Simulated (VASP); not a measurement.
Runs of VASP 6.6.1 on LiCaF3. The structure is that of space group Pmmm (No. 47), or close to it. The cells are those of the table. 

| cell | gap on the mesh (eV) |
| --- | --- |
| a = 4.255, b = 3.268, c = 3.761 Å, 5 atoms | 4.22 |
| a = 3.479, b = 4.043, c = 3.761 Å, 5 atoms | 5.27 |
| a = 3.902, b = 3.620, c = 3.761 Å, 5 atoms | 5.91 |
| a = 4.184, b = 3.338, c = 3.761 Å, 5 atoms | (a) |

Alike in all rows: task single point; level PBE; potentials or basis VASP PAW PBE potentials, release 64 (Li_sv, Ca_sv, F); no spin polarisation; k mesh 6 × 6 × 6; cutoff (eV) 520; smearing gaussian 0.05 eV.

Estimate the missing entries.

(a) 4.58.

A k mesh can miss the band edges.
